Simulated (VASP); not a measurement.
# SiP5: single point with PBE

Crystal: SiP5.

```
Si P
1.0
    -5.95944   -0.00066   -0.01691
    -2.97919    5.18728   -0.00459
    -1.96078   -0.00463   -6.48152
Si P
2 10
Direct
  0.49166 0.00022 0.52028
  0.99143 0.00017 0.02024
  0.33658 0.33360 0.99280
  0.83630 0.33381 0.49309
  0.39165 0.67401 0.82384
  0.89169 0.67427 0.32370
  0.67014 0.66634 0.99281
  0.16999 0.66665 0.49288
  0.06601 0.32553 0.82374
  0.56626 0.32566 0.32344
  0.71924 0.99971 0.82130
  0.21905 0.00002 0.32189
```

| Item | Value |
| --- | --- |
| Program | VASP 6.6.1 |
| Task | single point |
| Functional | PBE |
| Potentials or basis | VASP PAW PBE potentials, release 64 (Si, P) |
| Cutoff | 520 eV |
| k mesh | 4 × 4 × 4 |
| Occupations | gaussian, width 0.2 eV |
| Spin | no spin polarisation |

- Pressure: -0.2 GPa
- Largest force: 0.066 eV/Å
- Band gap on the k mesh: zero (bands 29 and 30 overlap by 1.66 eV)

Forces on the atoms (eV/Å):
```
Si  -0.002  0.007  0.036
Si   0.000 -0.001  0.030
P    0.009  0.000  0.055
P    0.005  0.004  0.066
P   -0.022 -0.016 -0.046
P   -0.021 -0.022 -0.053
P    0.012  0.012  0.058
P    0.012  0.000  0.062
P   -0.021  0.009 -0.043
P   -0.012  0.008 -0.061
P    0.018  0.002 -0.059
P    0.022 -0.002 -0.045
```

Stress tensor (GPa, compression positive):
```
-0.24  0.00  0.01
 0.00 -0.24 -0.08
 0.01 -0.08 -0.16
```

Levels at points of the mesh, in eV from the Fermi level:
| k point | band 26 | band 27 | band 28 | band 29 | band 30 | band 31 | band 32 | band 33 |
| --- | --- | --- | --- | --- | --- | --- | --- | --- |
| (0.00, 0.00, 0.00) | -1.79 | -1.73 | -1.64 | -1.06 | 0.91 | 1.07 | 1.16 | 1.44 |
| (0.50, 0.00, 0.00) | -2.19 | -1.14 | -1.14 | -0.07 | -0.06 | 1.77 | 1.78 | 2.03 |
| (0.00, 0.50, 0.00) | -1.57 | -0.51 | -0.37 | -0.06 | 0.33 | 0.60 | 0.74 | 1.40 |
| (0.50, 0.50, 0.00) | -2.20 | -1.16 | -1.16 | -0.06 | -0.06 | 1.76 | 1.77 | 2.03 |
| (0.00, 0.00, 0.50) | -1.70 | -1.69 | -1.69 | 0.98 | 0.99 | 1.72 | 1.73 | 2.03 |
| (0.50, 0.00, 0.50) | -1.43 | -1.01 | -0.96 | -0.34 | 0.16 | 0.64 | 0.85 | 1.02 |
| (0.00, 0.50, 0.50) | -2.40 | -1.44 | -1.44 | -0.69 | -0.68 | 2.01 | 2.01 | 2.94 |
| (0.50, 0.50, 0.50) | -1.43 | -1.01 | -0.94 | -0.32 | 0.15 | 0.64 | 0.85 | 1.03 |

It took 4.1 min on 1 thread of Intel(R) Xeon(R) 6975P-C (Granite Rapids), with other jobs on the host, peak memory 0.44 GiB.
